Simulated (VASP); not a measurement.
The system is Si2Sb2Se.

```
Si Sb Se
1.0
     4.67164    0.00000    0.00000
    -2.33582    4.04576    0.00000
     0.00000    0.00000    7.67234
Si Sb Se
2 2 1
Direct
  0.66667 0.33333 0.62760
  0.33333 0.66667 0.37240
  0.66667 0.33333 0.24992
  0.33333 0.66667 0.75008
  0.00000 0.00000 0.00000
```

* Program: VASP 6.6.1
* Task: relaxation of cell and atoms
* Functional: PBE
* Potentials or basis: VASP PAW PBE potentials, release 64 (Si, Sb, Se)
* Cutoff: 600 eV
* k mesh: 6 × 6 × 2
* Occupations: gaussian, width 0.1 eV
* Spin: no spin polarisation

At the start: pressure -5.1 GPa; volume 29.00 Å³/atom.

Problem. Where does the relaxation end?

Solution. Over 25 steps the energy falls by 255.9 meV/atom and the volume is 22.87 Å³/atom (-21.1 %); space group P-3m1 (No. 164, to 0.05 Å).

Step by step:
| step | energy change (eV) | largest force (eV/Å) | pressure (GPa) | volume (Å³) |
| --- | --- | --- | --- | --- |
| 1 | 0.0000 | 0.1887 | -5.10 | 145.01 |
| 2 | -0.3082 | 0.6364 | 0.78 | 126.50 |
| 3 | -0.3108 | 0.5996 | 0.18 | 127.84 |
| 4 | -0.3467 | 0.4164 | 0.19 | 127.20 |
| 5 | -0.4075 | 0.4552 | 0.35 | 125.26 |
| 6 | -0.3685 | 0.8349 | 0.78 | 121.25 |
| 7 | -0.4153 | 0.5701 | 0.52 | 123.99 |
| 8 | -0.4459 | 0.5825 | 0.21 | 124.07 |
| 9 | -0.5399 | 0.6873 | -0.84 | 124.21 |
| 10 | -0.6136 | 1.0439 | -2.27 | 124.01 |
| 11 | -0.6579 | 1.0855 | -2.04 | 122.89 |
| 12 | -0.7700 | 1.3329 | -1.22 | 119.38 |
| 13 | -0.7349 | 1.8609 | 1.73 | 111.79 |
| 14 | -0.8056 | 1.6428 | 0.06 | 115.84 |
| 15 | -0.9225 | 1.4515 | 0.22 | 114.62 |
| 16 | -1.1387 | 0.7062 | 1.19 | 110.84 |
| 17 | -1.1458 | 0.4311 | 1.87 | 109.69 |
| 18 | -1.2381 | 0.2250 | 0.52 | 112.43 |
| 19 | -1.2636 | 0.1526 | -0.60 | 115.15 |
| 20 | -1.2639 | 0.1263 | -0.50 | 114.89 |
| 21 | -1.2698 | 0.1831 | 0.13 | 113.95 |
| 22 | -1.2704 | 0.2034 | 0.40 | 113.55 |
| 23 | -1.2754 | 0.1563 | 0.25 | 113.79 |
| 24 | -1.2785 | 0.0778 | 0.06 | 114.16 |
| 25 | -1.2797 | 0.0191 | -0.16 | 114.35 |

Final structure:
```
CELL_PARAMETERS angstrom
3.80914 0.00000 0.00000
-1.90457 3.29881 0.00000
0.00000 0.00000 9.10011
ATOMIC_POSITIONS crystal
Si 0.66667 0.33333 0.56802
Si 0.33333 0.66667 0.43198
Sb 0.66667 0.33333 0.22110
Sb 0.33333 0.66667 0.77890
Se 0.00000 0.00000 0.00000
```

Caveat: the k points lie up to 0.35 Å⁻¹ apart in the final cell; the volume moved by over 15 % at a fixed basis, so the end points are rough.
